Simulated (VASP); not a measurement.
# Nb (P6_3/mmc) in VASP: further runs

Runs on Nb. Level: r2SCAN. Tasks: relaxation of shape and atoms at fixed volume, single point.

Everything below comes from runs of VASP 6.6.1. Logs are shortened: lines on timing, memory, paths and dates and some standing lists are left out, and cuts for length are marked.

### 1 The cell of the first run

It takes space group P6_3/mmc (No. 194, hexagonal). Conventional cell: a = 2.869 Å, b = 2.869 Å, c = 5.263 Å, α = 90.00°, β = 90.00°, γ = 120.00°. Nb (site symmetry -6m2) has 12 Nb at 2.87 to 3.11 Å within 3.8 Å.

This isn't the form of Nb at room conditions, which is bcc.

### 2 Relaxation of shape and atoms at fixed volume, r2SCAN

POSCAR reads:

```
Nb
1.0
    2.8694162128      0.0000000000      0.0000000000
   -1.4347081064      2.4849873343      0.0000000000
    0.0000000000      0.0000000000      5.2626252855
Nb
2
Direct
    0.3333333333      0.6666666667      0.7500000000
    0.6666666667      0.3333333333      0.2500000000
```

INCAR.step1 reads:

```
ALGO = Normal
EDIFF = 1E-5
EDIFFG = -0.005
ENCUT = 550
GGA = PE
GGA_COMPAT = F
IBRION = 2
ISIF = 3
ISMEAR = 0
LASPH = T
LCHARG = F
LREAL = F
LWAVE = T
NELM = 120
NELMIN = 4
NSW = 100
PREC = Accurate
SIGMA = 0.05
```

INCAR.step2 reads:

```
ALGO = Normal
EDIFF = 1E-7
EDIFFG = -0.02
ENCUT = 550
GGA_COMPAT = F
IBRION = 2
ISIF = 4
ISMEAR = 0
ISTART = 1
LASPH = T
LCHARG = F
LMIXTAU = T
LREAL = F
LWAVE = F
METAGGA = R2SCAN
NELM = 120
NELMIN = 4
NSW = 60
PREC = Accurate
SIGMA = 0.05
```

KPOINTS reads:

```
k-points
0
Gamma
  16 16 8
```

Potentials or basis: VASP PAW PBE potentials, release 64 (Nb_sv).

The run is started by

```bash
> cat potpaw_PBE.64/Nb_sv/POTCAR > POTCAR
> cp INCAR.step1 INCAR
> mpirun -np 1 vasp_std > vasp.out
> cp INCAR.step2 INCAR
> mpirun -np 1 vasp_std > vasp.out
```

OUTCAR:

```text
EDIFF = 1E-7
   EDIFFG = -0.02
   ENCUT = 550
   IBRION = 2
   ISIF = 4
   ISMEAR = 0
   ISTART = 1
   LASPH = T
   LREAL = F
   METAGGA = R2SCAN
   NELM = 120
   NELMIN = 4
   NSW = 60
   PREC = Accurate

 ion  position               nearest neighbor table
   1  0.333  0.667  0.750-
   2  0.667  0.333  0.250-

  LATTYP: Found a hexagonal cell.
 ALAT       =     2.8694162128
 C/A-ratio  =     1.8340404093

  Lattice vectors:

 A1 = (   2.8694162128,   0.0000000000,   0.0000000000)
 A2 = (  -1.4347081064,   2.4849873343,   0.0000000000)
 A3 = (   0.0000000000,   0.0000000000,   5.2626252855)

Analysis of symmetry for initial positions (statically):
=====================================================================
 Subroutine PRICEL returns:
 Original cell was already a primitive cell.

 Routine SETGRP: Setting up the symmetry group for a
 hexagonal supercell.

 Subroutine GETGRP returns: Found 24 space group operations
 (whereof 12 operations were pure point group operations)
 out of a pool of 24 trial point group operations.

The static configuration has the point symmetry D_3d.
 The point group associated with its full space group is D_6h.

Analysis of symmetry for dynamics (positions and initial velocities):
=====================================================================
 Subroutine PRICEL returns:
 Original cell was already a primitive cell.

 Routine SETGRP: Setting up the symmetry group for a
 hexagonal supercell.

 Subroutine GETGRP returns: Found 24 space group operations
 (whereof 12 operations were pure point group operations)
 out of a pool of 24 trial point group operations.

The dynamic configuration has the point symmetry D_3d.
 The point group associated with its full space group is D_6h.

 Subroutine INISYM returns: Found 24 space group operations
 (whereof 12 operations are pure point group operations),
 and found     1 'primitive' translations

----------------------------------------------------------------------------------------

                                     Primitive cell

  volume of cell :      37.5250

  direct lattice vectors                    reciprocal lattice vectors
     2.869416213  0.000000000  0.000000000     0.348502945  0.201208269  0.000000000
    -1.434708106  2.484987334  0.000000000     0.000000000  0.402416538  0.000000000
     0.000000000  0.000000000  5.262625286     0.000000000  0.000000000  0.190019229

  length of vectors
     2.869416213  2.869416213  5.262625286     0.402416538  0.402416538  0.190019229

  position of ions in fractional coordinates (direct lattice)
     0.333333333  0.666666667  0.750000000
     0.666666667  0.333333333  0.250000000

  ion indices of the primitive-cell ions
   primitive index   ion index
                 1           1
                 2           2

----------------------------------------------------------------------------------------

 KPOINTS: k-points

Automatic generation of k-mesh.
 Grid dimensions read from file:
 generate k-points for:   16   16    8

 Generating k-lattice:

  Cartesian coordinates                     Fractional coordinates (reciprocal lattice)
     0.021781434  0.012575517  0.000000000     0.062500000  0.000000000  0.000000000
     0.000000000  0.025151034  0.000000000     0.000000000  0.062500000  0.000000000
     0.000000000  0.000000000  0.023752404     0.000000000  0.000000000  0.125000000

  Length of vectors
     0.025151034  0.025151034  0.023752404

  Shift w.r.t. Gamma in fractional coordinates (k-lattice)
     0.000000000  0.000000000  0.000000000

 Subroutine IBZKPT returns following result:
 ===========================================

 Found    150 irreducible k-points:

 Following reciprocal coordinates:
            Coordinates               Weight
  0.000000  0.000000  0.000000      1.000000
  0.062500  0.000000  0.000000      6.000000
  0.125000  0.000000  0.000000      6.000000
  0.187500  0.000000  0.000000      6.000000
  0.250000  0.000000  0.000000      6.000000
  0.312500  0.000000  0.000000      6.000000
[... 16 lines left out ...]
  0.187500  0.187500  0.000000      6.000000
  0.250000  0.187500  0.000000     12.000000
 [... further k-points ...]
   k-points           NKPTS =    150   k-points in BZ     NKDIM =    150   number of bands    NBANDS=     17
   number of dos      NEDOS =    301   number of ions     NIONS =      2
   total plane-waves  NPLWV =  23040
   dimension x,y,z NGX =    24 NGY =   24 NGZ =   40
   dimension x,y,z NGXF=    48 NGYF=   48 NGZF=   80
   ions per type =               2
   NGX,Y,Z   is equivalent  to a cutoff of  13.90, 13.90, 12.64 a.u.
   NGXF,Y,Z  is equivalent  to a cutoff of  27.81, 27.81, 25.27 a.u.
 SYSTEM =  unknown system
   PREC   = accura    normal or accurate (medium, high low for compatibility)
   ISTART =      1    job   : 0-new  1-cont  2-samecut
   ICHARG =      0    charge: 1-file 2-atom 10-const
   ISPIN  =      1    spin polarized calculation?
   LNONCOLLINEAR =      F non collinear calculations
   LSORBIT =      F    spin-orbit coupling
   LASPH  =      T    aspherical Exc in radial PAW
   ENCUT  =  550.0 eV  40.42 Ry    6.36 a.u.   5.49  5.49 10.06*2*pi/ulx,y,z
   NELM   =    120;   NELMIN=  4; NELMDL=  0     # of ELM steps
   EDIFF  = 0.1E-06   stopping-criterion for ELM
   LREAL  =      F    real-space projection
   EDIFFG = -.2E-01   stopping-criterion for IOM
   NSW    =     60    number of steps for IOM
   IBRION =      2    ionic relax: 0-MD 1-quasi-New 2-CG
   NFREE  =      1    steps in history (QN), initial steepest desc. (CG)
   ISIF   =      4    stress and relaxation
   ISYM   =      2    0-nonsym 1-usesym 2-fastsym
   POTIM  = 0.5000    time-step for ionic-motion
   TEBEG  =    0.0;   TEEND  =   0.0 temperature during run
   PSTRESS=    0.0 pullay stress
   NELECT =      26.0000    total number of electrons
   NUPDOWN=      -1.0000    fix difference up-down
   EMIN   =  10.00;   EMAX   =-10.00  energy-range for DOS
   EFERMI =   0.00;   METHOD = LEGACY
   ISMEAR =     0;   SIGMA  =   0.05  broadening in eV -4-tet -1-fermi 0-gaus
   EFERMI_NEDOS =   21; number of points for ismear=-14 and -15
   IALGO  =     38    algorithm
   IMIX   =      4    mixing-type and parameters
     AMIX     =   0.40;   BMIX     =  1.00
     AMIX_MAG =   1.60;   BMIX_MAG =  1.00
  volume/ion in A,a.u.               =      18.76       126.62
  Fermi-wavevector in a.u.,A,eV,Ry     =   1.448636  2.737525 28.552448  2.098546
  Thomas-Fermi vector in A             =   2.566454
   LORBIT       =      0    0 simple, 1 ext, 2 COOP (PROOUT), +10 PAW based schemes
   METAGGA = R2SCAN    functional components
   LHFCALC =     F    Hartree Fock is set to
   AEXX    =    0.0000 exact exchange contribution
   IVDW    =     0    specifies the selected vdW correction
   LEPSILON=     F    determine dielectric tensor
   LRPA    =     F    only Hartree local field effects (RPA)
 conjugate gradient relaxation of ions
 non-spin polarized calculation
 Gauss-broadening in eV      SIGMA  =   0.05
  energy-cutoff  :      550.00
  volume of cell :       37.52
 maximum number of plane-waves:      1125
 NGX is ok and might be reduce to    24
   NGX = 11   NGY = 11   NGZ = 21

 number of electron      26.0000001 magnetization

 Free energy of the ion-electron system (eV)
  ---------------------------------------------------
  ext. energy  EPLUGINS =         0.00000000
  ---------------------------------------------------
  free energy    TOTEN  =       -49.06406627 eV

  energy without entropy =      -49.06040371  energy(sigma->0) =      -49.06223499

 E-fermi :  10.9658     XC(G=0): -13.3634

 val. band max:       10.9635929132   @ k =   0.2500   0.2500   0.1250
 cond. band min:      10.9710866382   @ k =   0.1250   0.0000   0.0000
 fundamental gap:      0.0074937250
 Fermi energy:        10.9657925732

 k-point     1 :       0.0000    0.0000    0.0000
  band No.  band energies     occupation
      1     -45.6133      2.00000
      2     -45.4827      2.00000
      3     -21.3910      2.00000
      4     -20.4332      2.00000
      5     -20.1942      2.00000
      6     -20.1942      2.00000
[... 9 lines left out ...]
     16      11.8082      0.00000
     17      13.8030      0.00000

 k-point     2 :       0.0625    0.0000    0.0000
  band No.  band energies     occupation
      1     -45.6040      2.00000
      2     -45.4756      2.00000
      3     -21.3749      2.00000
      4     -20.4334      2.00000
      5     -20.2493      2.00000
      6     -20.2085      2.00000
[... 9 lines left out ...]
     16      11.9434      0.00000
     17      13.5605      0.00000

 k-point     3 :       0.1250    0.0000    0.0000
  band No.  band energies     occupation
      1     -45.5773      2.00000
      2     -45.4554      2.00000
      3     -21.3281      2.00000
      4     -20.4348      2.00000
      5     -20.4052      2.00000
      6     -20.3235      2.00000
[... 9 lines left out ...]
     16      12.3416      0.00000
     17      13.0183      0.00000

 k-point     4 :       0.1875    0.0000    0.0000
  band No.  band energies     occupation
      1     -45.5369      2.00000
      2     -45.4253      2.00000
      3     -21.2550      2.00000
      4     -20.6356      2.00000
      5     -20.5501      2.00000
      6     -20.4395      2.00000
[... 9 lines left out ...]
     16      12.5709      0.00000
     17      13.0357      0.00000
[... 343 lines left out ...]
      1     -45.3377      2.00000
      2     -45.3021      2.00000
      3     -21.5122      2.00000
      4     -21.3849      2.00000
      5     -20.8189      2.00000
      6     -20.6730      2.00000
[... 9 lines left out ...]
     16      15.1100      0.00000
     17      15.3481      0.00000

 k-point    23 :       0.1875    0.1875    0.0000
  band No.  band energies     occupation
      1     -45.4257      2.00000
      2     -45.3485      2.00000
      3     -21.0834      2.00000
      4     -21.0679      2.00000
      5     -21.0366      2.00000
      6     -20.5336      2.00000
[... 9 lines left out ...]
     16      12.2364      0.00000
     17      14.8793      0.00000

 k-point    24 :       0.2500    0.1875    0.0000
  band No.  band energies     occupation
      1     -45.3838      2.00000
      2     -45.3235      2.00000
      3     -21.2439      2.00000
      4     -21.1870      2.00000
      5     -20.9427      2.00000
      6     -20.6484      2.00000
[... 9 lines left out ...]
     16      12.7161      0.00000
     17      14.9328      0.00000

 [... further k-points ...]

------------------------ aborting loop because EDIFF is reached ----------------------------------------

  FORCE on cell =-STRESS in cart. coord.  units (eV):
  Direction    XX          YY          ZZ          XY          YZ          ZX
  --------------------------------------------------------------------------------------
  -------------------------------------------------------------------------------------
  Total       -0.4795033     -0.4795033     -0.4453321      0.0000000      0.0000000      0.0000000
  in kB      -20.4730239    -20.4730239    -19.0140394      0.0000000      0.0000000      0.0000000
  external PRESSURE =     -19.9866957 kB  Pullay stress =       0.0000000 kB

 VOLUME and BASIS-vectors are now :
 -----------------------------------------------------------------------------
  energy-cutoff  :      550.00
  volume of cell :       37.52
      direct lattice vectors                 reciprocal lattice vectors
     2.869416213  0.000000000  0.000000000     0.348502945  0.201208269  0.000000000
    -1.434708106  2.484987334  0.000000000     0.000000000  0.402416538  0.000000000
     0.000000000  0.000000000  5.262625286     0.000000000  0.000000000  0.190019229

 POSITION                                       TOTAL-FORCE (eV/Angst)
 -----------------------------------------------------------------------------------
     -0.00000      1.65666      3.94697        -0.000000      0.000000      0.000000
      1.43471      0.82833      1.31566         0.000000     -0.000000      0.000000
 -----------------------------------------------------------------------------------
    total drift:                                0.000000     -0.000000      0.000000

  FREE ENERGIE OF THE ION-ELECTRON SYSTEM (eV)
  ---------------------------------------------------
  free  energy   TOTEN  =       -49.0640662699 eV

  energy  without entropy=      -49.0604037075  energy(sigma->0) =      -49.06223499

 reached required accuracy - stopping structural energy minimisation
```

Run time: 8 min. Hardware: 1 thread of Intel Xeon 6975P-C (Granite Rapids), shared host; peak memory 0.23 GiB.

What came out:

| Quantity | Value |
| --- | --- |
| Free energy | -49.0641 eV |
| Pressure after relaxing | -2.0 GPa |
| Band gap on the k mesh | zero (bands 13 and 14 overlap by 2.85 eV) |

Final structure:
```yaml
crystal:
  lattice:
    - [2.86942, 0.00000, 0.00000]
    - [-1.43471, 2.48499, 0.00000]
    - [0.00000, 0.00000, 5.26263]
  atoms:
    - { symbol: Nb, position: [0.33333, 0.66667, 0.75000] }
    - { symbol: Nb, position: [0.66667, 0.33333, 0.25000] }
```

Caveat: the relaxation stopped at its first step, so nothing moved; the PAW data sets were made with another functional, which shifts forces and pressure a little.

[end of part 1 of 2]
